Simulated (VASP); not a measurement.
Runs of VASP 6.6.1 on ZnS4. The structure is that of space group C2 (No. 5), or close to it. The cells are those of the table. 

```csv
task,level,cell,k mesh,cutoff (eV),smearing,k mesh for the DOS,occupations for the DOS,gap on the mesh (eV),pressure (GPa),largest force (eV/Å)
single point,PBE,"a = 4.026, b = 4.026, c = 7.444 Å, angles 103.2, 103.2, 77.2°, 5 atoms",4 × 4 × 3,520,gaussian 0.2 eV,-,-,1.57,-0.2,(b)
single point,PBE,"a = 4.010, b = 4.010, c = 7.511 Å, angles 104.1, 104.1, 73.7°, 5 atoms",8 × 8 × 4,520,gaussian 0.02 eV,-,-,1.48,-0.3,0.12
single point,r2SCAN,"a = 4.010, b = 4.010, c = 7.511 Å, angles 104.1, 104.1, 73.7°, 5 atoms",8 × 8 × 4,520,gaussian 0.02 eV,-,-,1.73,(a),0.33
relaxation of cell and atoms,PBE,"relaxed from a = 3.847, b = 3.847, c = 7.540 Å, angles 104.8, 104.8, 90.0°, 5 atoms",4 × 4 × 3,600,gaussian 0.2 eV,-,-,1.55,0.1,0.07
```

Alike in all rows: potentials or basis VASP PAW PBE potentials, release 64 (Zn, S); no spin polarisation.

Problem. Estimate the missing entries.

Solution. (a) -2.2; (b) 0.09.

Caveats: some runs use coarse meshes; the PAW data sets were made with another functional, which shifts forces and pressure a little (some runs); the relaxation stopped at a loose force limit of 0.08 eV/Å, so its end isn't a converged minimum (some runs).

A k mesh can miss the band edges.
